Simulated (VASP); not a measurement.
A run of VASP 6.6.1:

File POSCAR:

```
SiC
1.0
    3.0919171297      0.0000000000      0.0000000000
   -1.5459585649      2.6776787808      0.0000000000
    0.0000000000      0.0000000000      5.0742868344
Si C
2 2
Direct
    0.3333333333      0.6666666667      0.0000821098
    0.6666666667      0.3333333333      0.5000821098
    0.3333333333      0.6666666667      0.3759178902
    0.6666666667      0.3333333333      0.8759178902
```

Contents of INCAR.step1:

```
SYSTEM = SiC
PREC = Accurate
ENCUT = 520
EDIFF = 1E-7
ISMEAR = -1
SIGMA = 0.1
LREAL = .FALSE.
LASPH = .TRUE.
NELM = 100
ALGO = Normal
ISIF = 2
LWAVE = .FALSE.
LCHARG = .TRUE.
GGA = PE
NBANDS = 16
```

Contents of KPOINTS.step1:

```
Automatic mesh
0
G
  13 13 7
  0 0 0
```

The input INCAR.step2:

```
SYSTEM = SiC
PREC = Accurate
ENCUT = 520
EDIFF = 1E-7
ISMEAR = -5
SIGMA = 0.1
LREAL = .FALSE.
LASPH = .TRUE.
NELM = 100
ALGO = Normal
ISIF = 2
LWAVE = .FALSE.
LCHARG = .FALSE.
GGA = PE
LORBIT = 10
NBANDS = 16
NEDOS = 1001
ICHARG = 11
```

File KPOINTS.step2:

```
Automatic mesh
0
G
  20 20 11
  0 0 0
```

Potentials or basis: VASP PAW PBE potentials, release 64 (Si, C).

Command:

```sh
$ cat potpaw_PBE.64/Si/POTCAR potpaw_PBE.64/C/POTCAR > POTCAR
$ cp INCAR.step1 INCAR
$ cp KPOINTS.step1 KPOINTS
$ mpirun -np 1 vasp_std > vasp.out
$ cp INCAR.step2 INCAR
$ cp KPOINTS.step2 KPOINTS
$ mpirun -np 1 vasp_std > vasp.out
```

Hardware: 1 thread of Intel Xeon 8259CL (shared host).

Problem. How long does it take, and how much memory?

Solution. It took 2.6 min on 1 thread of Intel Xeon 8259CL, on a shared host, peak memory 0.26 GiB. Counts: k points 264.
